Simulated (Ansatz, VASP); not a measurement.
W in VASP and in Ansatz

The input INCAR:

```
  PREC = Accurate
  ENCUT = 520
  EDIFF = 1E-6
  ISMEAR = 0
  SIGMA = 0.15
  LREAL = False
  LASPH = True
  NELM = 100
  ALGO = Fast
  ISIF = 2
  LWAVE = False
  LCHARG = False
  GGA = PE
  NBANDS = 13
```

File KPOINTS:

```
Automatic mesh
0
Gamma
  20 20 20
```

File POSCAR:

```
W
1.0
   -1.5973000000      1.5973000000      1.7250840000
    1.5973000000     -1.5973000000      1.7250840000
    1.5973000000      1.5973000000     -1.7250840000
W
1
Direct
    0.0000000000      0.0000000000      0.0000000000
```

Input for Ansatz:

```yaml
crystal:
  lattice:
    - [-1.5973, 1.5973, 1.725084]
    - [1.5973, -1.5973, 1.725084]
    - [1.5973, 1.5973, -1.725084]
  atoms:
    - { symbol: W, position: [0.0, 0.0, 0.0] }
basis:
  ecutwfc: 420
kpoints:
  mp_grid: { grid: [20, 20, 20] }
hamiltonian:
  xc: pbe
scf:
  occupations: { method: gaussian, width: 0.15 }
output:
  forces: true
  stress: true
  eigenvalues: true
```

Change from the starting cell: strain +0.000 along x and y, +0.080 along z, atoms carried along.

Alike in both runs: task single point; functional PBE; k mesh 20 × 20 × 20; occupations gaussian, width 0.15 eV; no spin polarisation.

```csv
,VASP,Ansatz
version,VASP 6.6.1,Ansatz 0.2.0
potentials or method,"VASP PAW PBE potentials, release 64 (W_sv), cutoff 520 eV","scalar-relativistic, plane waves, PAW"
valence electrons in the cell,14,14
```

VASP gave:

| Quantity | Value |
| --- | --- |
| gap on the k mesh at the Fermi level (eV) | none |
| pressure (GPa) | -21.0 |
| traceless stress, the component that is largest in VASP (GPa) | -11.68 |

**Question.** What did Ansatz give for the same quantities?

**Answer.** gap on the k mesh at the Fermi level (eV): none; pressure (GPa): -21.2; traceless stress, the component that is largest in VASP (GPa): -11.69.

A gap of «none» marks a metal or a gap that the smearing closes.

Spin-orbit coupling is off throughout.
